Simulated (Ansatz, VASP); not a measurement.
# One calculation of Mn3Ag, two programs

```
CELL_PARAMETERS angstrom
0.00000 3.11421 3.11421
3.11421 0.00000 3.11421
3.11421 3.11421 0.00000
ATOMIC_POSITIONS crystal
Mn 0.25000 0.25000 0.25000
Mn 0.75000 0.75000 0.75000
Mn 0.50000 0.50000 0.50000
Ag 0.00000 0.00000 0.00000
```

Alike in both runs: functional PBE; k mesh 12 × 12 × 12; occupations gaussian, width 0.1 eV; collinear spin.

Ansatz relaxed the structure, and its values are those at the end. VASP's run is a single point on that final structure, the one shown.

```csv
,VASP,Ansatz
version,VASP 6.6.1,Ansatz 0.2.0
potentials or method,"VASP PAW PBE potentials, release 64 (Mn_pv, Ag), cutoff 520 eV","scalar-relativistic, plane waves, PAW"
valence electrons in the cell,50,64
```

|  | VASP | Ansatz | Ansatz less VASP |
| --- | --- | --- | --- |
| gap on the k mesh at the Fermi level (eV) | none | none | - |
| pressure (GPa) | 0.1 | 0.0 | -0.09 |
| net moment per atom (μB) | 1.02 | 1.02 | 0.000 |
| size of the moment on the site where the two differ most (μB) | 0.05 | 0.07 | +0.019 |

Site moments also hang on the region over which each program counts them. A gap of «none» marks a metal or a gap that the smearing closes. VASP's potentials hold 50 valence electrons a cell and Ansatz's 64, so a difference there can come from the potentials and not from the codes.
